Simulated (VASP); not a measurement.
# Au (Fm-3m) in VASP: notebook, part 2 of 2

VASP 6.6.1. Earlier steps stand in the parts before.

## 3. Relaxation of cell and atoms, LDA

Input file INCAR:

```
PREC = Accurate
ENCUT = 600
EDIFF = 1E-7
ISMEAR = -1
SIGMA = 0.15
LREAL = F
LASPH = T
NELM = 100
ALGO = Normal
ISIF = 3
LWAVE = F
LCHARG = F
IBRION = 2
NSW = 80
EDIFFG = -0.001
```

Input file KPOINTS:

```
Automatic mesh
0
Gamma
  16 16 16
```

Input file POSCAR:

```
Au
1.0
    0.0000000000      2.0238288612      2.0238288612
    2.0238288612      0.0000000000      2.0238288612
    2.0238288612      2.0238288612      0.0000000000
Au
1
Direct
    0.0000000000      0.0000000000      0.0000000000
```

Potentials or basis: VASP PAW LDA potentials, release 64 (Au).

On the command line:

```sh
$ cat potpaw_LDA.64/Au/POTCAR > POTCAR
$ mpirun -np 1 vasp_std > vasp.out
```

OUTCAR:

```text
PREC = Accurate
   ENCUT = 600
   EDIFF = 1E-7
   ISMEAR = -1
   LREAL = F
   LASPH = T
   NELM = 100
   ISIF = 3
   IBRION = 2
   NSW = 80
   EDIFFG = -0.001

 ion  position               nearest neighbor table
   1  0.000  0.000  0.000-

  LATTYP: Found a face centered cubic cell.
 ALAT       =     4.0476577224

  Lattice vectors:

 A1 = (   0.0000000000,   2.0238288612,   2.0238288612)
 A2 = (   2.0238288612,   0.0000000000,   2.0238288612)
 A3 = (   2.0238288612,   2.0238288612,   0.0000000000)

Analysis of symmetry for initial positions (statically):
=====================================================================
 Subroutine PRICEL returns:
 Original cell was already a primitive cell.

 Routine SETGRP: Setting up the symmetry group for a
 face centered cubic supercell.

 Subroutine GETGRP returns: Found 48 space group operations
 (whereof 48 operations were pure point group operations)
 out of a pool of 48 trial point group operations.

The static configuration has the point symmetry O_h .

Analysis of symmetry for dynamics (positions and initial velocities):
=====================================================================
 Subroutine PRICEL returns:
 Original cell was already a primitive cell.

 Routine SETGRP: Setting up the symmetry group for a
 face centered cubic supercell.

 Subroutine GETGRP returns: Found 48 space group operations
 (whereof 48 operations were pure point group operations)
 out of a pool of 48 trial point group operations.

The dynamic configuration has the point symmetry O_h .

 Subroutine INISYM returns: Found 48 space group operations
 (whereof 48 operations are pure point group operations),
 and found     1 'primitive' translations

----------------------------------------------------------------------------------------

                                     Primitive cell

  volume of cell :      16.5787

  direct lattice vectors                    reciprocal lattice vectors
     0.000000000  2.023828861  2.023828861    -0.247056463  0.247056463  0.247056463
     2.023828861  0.000000000  2.023828861     0.247056463 -0.247056463  0.247056463
     2.023828861  2.023828861  0.000000000     0.247056463  0.247056463 -0.247056463

  length of vectors
     2.862126223  2.862126223  2.862126223     0.427914346  0.427914346  0.427914346

  position of ions in fractional coordinates (direct lattice)
     0.000000000  0.000000000  0.000000000

  ion indices of the primitive-cell ions
   primitive index   ion index
                 1           1

----------------------------------------------------------------------------------------

 KPOINTS: Automatic mesh

Automatic generation of k-mesh.
 Grid dimensions read from file:
 generate k-points for:   16   16   16

 Generating k-lattice:

  Cartesian coordinates                     Fractional coordinates (reciprocal lattice)
    -0.015441029  0.015441029  0.015441029     0.062500000  0.000000000  0.000000000
     0.015441029 -0.015441029  0.015441029     0.000000000  0.062500000  0.000000000
     0.015441029  0.015441029 -0.015441029     0.000000000  0.000000000  0.062500000

[... 56 lines left out ...]
   EDIFF  = 0.1E-06   stopping-criterion for ELM
   LREAL  =      F    real-space projection
   EDIFFG = -.1E-02   stopping-criterion for IOM
   NSW    =     80    number of steps for IOM
   IBRION =      2    ionic relax: 0-MD 1-quasi-New 2-CG
   NFREE  =      1    steps in history (QN), initial steepest desc. (CG)
   ISIF   =      3    stress and relaxation
   ISYM   =      2    0-nonsym 1-usesym 2-fastsym
   POTIM  = 0.5000    time-step for ionic-motion
   TEBEG  =    0.0;   TEEND  =   0.0 temperature during run
   PSTRESS=    0.0 pullay stress
   NELECT =      11.0000    total number of electrons
   NUPDOWN=      -1.0000    fix difference up-down
   EMIN   =  10.00;   EMAX   =-10.00  energy-range for DOS
   EFERMI =   0.00;   METHOD = LEGACY
   ISMEAR =    -1;   SIGMA  =   0.15  broadening in eV -4-tet -1-fermi 0-gaus
   EFERMI_NEDOS =   21; number of points for ismear=-14 and -15
   IALGO  =     38    algorithm
   IMIX   =      4    mixing-type and parameters
     AMIX     =   0.40;   BMIX     =  1.00
     AMIX_MAG =   1.60;   BMIX_MAG =  1.00
  volume/ion in A,a.u.               =      16.58       111.88
  Fermi-wavevector in a.u.,A,eV,Ry     =   1.427870  2.698283 27.739724  2.038812
  Thomas-Fermi vector in A             =   2.547993
   LORBIT       =      0    0 simple, 1 ext, 2 COOP (PROOUT), +10 PAW based schemes
   GGA     = CA    functional components
   LHFCALC =     F    Hartree Fock is set to
   AEXX    =    0.0000 exact exchange contribution
   IVDW    =     0    specifies the selected vdW correction
   LEPSILON=     F    determine dielectric tensor
   LRPA    =     F    only Hartree local field effects (RPA)
 conjugate gradient relaxation of ions
 non-spin polarized calculation
  energy-cutoff  :      600.00
  volume of cell :       16.58
 maximum number of plane-waves:       568
   NGX = 11   NGY = 11   NGZ = 11

--------------------------------------- Ionic step        1  -------------------------------------------

 number of electron      10.9999999 magnetization

 Free energy of the ion-electron system (eV)
  ---------------------------------------------------
  ext. energy  EPLUGINS =         0.00000000
  ---------------------------------------------------
  free energy    TOTEN  =        -4.45525913 eV

  energy without entropy =       -4.43440265  energy(sigma->0) =       -4.44483089

------------------------ aborting loop because EDIFF is reached ----------------------------------------

  FORCE on cell =-STRESS in cart. coord.  units (eV):
  Direction    XX          YY          ZZ          XY          YZ          ZX
  --------------------------------------------------------------------------------------
  -------------------------------------------------------------------------------------
  Total        0.0679681      0.0679681      0.0679681      0.0000000      0.0000000      0.0000000
  in kB        6.5684743      6.5684743      6.5684743      0.0000000      0.0000000      0.0000000
  external PRESSURE =       6.5684743 kB  Pullay stress =       0.0000000 kB
[... 86 lines left out ...]
  FREE ENERGIE OF THE ION-ELECTRON SYSTEM (eV)
  ---------------------------------------------------
  free  energy   TOTEN  =        -4.4553731132 eV

  energy  without entropy=       -4.4344918293  energy(sigma->0) =       -4.44493247

[... ionic steps 4 to 12 ...]

--------------------------------------- Ionic step       13  -------------------------------------------

 number of electron      10.9999999 magnetization

------------------------ aborting loop because EDIFF is reached ----------------------------------------
[... 65 lines left out ...]
--------------------------------------- Ionic step       15  -------------------------------------------

 number of electron      10.9999999 magnetization

 Free energy of the ion-electron system (eV)
  ---------------------------------------------------
  ext. energy  EPLUGINS =         0.00000000
  ---------------------------------------------------
  free energy    TOTEN  =        -4.45537319 eV

  energy without entropy =       -4.43449228  energy(sigma->0) =       -4.44493274

 E-fermi :   9.7031     XC(G=0): -13.1236

 val. band max:        9.6922048456   @ k =   0.5000   0.3125   0.1250
 cond. band min:       9.7191105099   @ k =   0.5000   0.1875   0.0625
 fundamental gap:      0.0269056643
 Fermi energy:         9.7030608795

 k-point     1 :       0.0000    0.0000    0.0000
  band No.  band energies     occupation
      1      -0.4736      2.00000
      2       4.8540      2.00000
      3       4.8540      2.00000
      4       4.8540      2.00000
      5       6.4592      2.00000
      6       6.4592      2.00000
      7      24.1492      0.00000
      8      28.2433      0.00000
      9      28.2433      0.00000
[... 265 lines left out ...]
 k-point    24 :      -0.0625    0.0625    0.0000
  band No.  band energies     occupation
      1      -0.1056      2.00000
      2       4.7155      2.00000
      3       4.9711      2.00000
      4       5.0075      2.00000
      5       6.3265      2.00000
      6       6.4851      2.00000
      7      24.5825      0.00000
      8      26.5614      0.00000
      9      28.0611      0.00000

 [... further k-points ...]

------------------------ aborting loop because EDIFF is reached ----------------------------------------

  FORCE on cell =-STRESS in cart. coord.  units (eV):
  Direction    XX          YY          ZZ          XY          YZ          ZX
  --------------------------------------------------------------------------------------
  -------------------------------------------------------------------------------------
  Total       -0.0007417     -0.0007417     -0.0007417      0.0000000      0.0000000      0.0000000
  in kB       -0.0714304     -0.0714304     -0.0714304      0.0000000      0.0000000      0.0000000
  external PRESSURE =      -0.0714304 kB  Pullay stress =       0.0000000 kB
[... 16 lines left out ...]
  FREE ENERGIE OF THE ION-ELECTRON SYSTEM (eV)
  ---------------------------------------------------
  free  energy   TOTEN  =        -4.4553731905 eV

  energy  without entropy=       -4.4344922802  energy(sigma->0) =       -4.44493274

 reached required accuracy - stopping structural energy minimisation
```

CONTCAR:

```text
Au
   1.00000000000000
    -0.0000000000000000    2.0261253866309512    2.0261253866309512
     2.0261253866309512    0.0000000000000000    2.0261253866309512
     2.0261253866309512    2.0261253866309512    0.0000000000000000
  Au
     1
Direct
     0.0000000000000000    1.0000000000000000    0.0000000000000000

  0.00000000E+00  0.00000000E+00  0.00000000E+00
```

Wall time 1.9 min (1 thread of Intel Xeon 8259CL, shared host); peak memory 0.16 GiB.

Results:

```yaml
Free_energy: -4.4554 eV
Relaxed_volume: 16.64 Å³/atom
Relaxed_cell: a = 2.865 Å, b = 2.865 Å, c = 2.865 Å, α = 60.00°, β = 60.00°, γ = 60.00°
Space_group_after_relaxing_to_0.05_Å: Fm-3m (No. 225)
Energy_gained_by_relaxing: 0.1 meV/atom
Ionic_steps: 15
Pressure_after_relaxing: 0.0 GPa
```

The path:
| step | energy change (eV) | largest force (eV/Å) | pressure (GPa) | volume (Å³) |
| --- | --- | --- | --- | --- |
| 1 | 0.0000 | 0.0000 | 0.66 | 16.58 |
| 2 | 0.0003 | 0.0000 | -1.23 | 16.74 |
| 3 | -0.0001 | 0.0000 | -0.02 | 16.63 |
| 4 | -0.0001 | 0.0000 | 0.01 | 16.63 |
| 5 | -0.0001 | 0.0000 | 0.02 | 16.63 |
| 6 | -0.0001 | 0.0000 | 0.02 | 16.63 |
| 7 | -0.0001 | 0.0000 | 0.01 | 16.63 |
| 8 | -0.0001 | 0.0000 | 0.01 | 16.63 |
| 9 | -0.0001 | 0.0000 | 0.01 | 16.63 |
| 10 | -0.0001 | 0.0000 | 0.01 | 16.63 |
| 11 | -0.0001 | 0.0000 | 0.01 | 16.63 |
| 12 | -0.0001 | 0.0000 | 0.01 | 16.63 |
| 13 | -0.0001 | 0.0000 | 0.01 | 16.63 |
| 14 | -0.0001 | 0.0000 | 0.01 | 16.63 |
| 15 | -0.0001 | 0.0000 | -0.01 | 16.64 |

Final structure:
```yaml
crystal:
  lattice:
    - [0.00000, 2.02613, 2.02613]
    - [2.02613, 0.00000, 2.02613]
    - [2.02613, 2.02613, 0.00000]
  atoms:
    - { symbol: Au, position: [0.00000, 0.00000, 0.00000] }
```

Levels at points of the mesh, in eV from the Fermi level:
```tsv
k point	band 4	band 5	band 6	band 7	band 8	band 9
(0.00, 0.00, 0.00)	-4.85	-3.24	-3.24	14.45	18.54	18.54
(0.50, 0.00, 0.00)	-1.99	-1.99	-1.12	3.18	13.91	17.19
(0.50, 0.50, 0.00)	-1.65	-1.65	0.89	5.94	9.98	9.98
```

Caveat: spin-orbit coupling is left out, which moves the levels of the heavy elements.
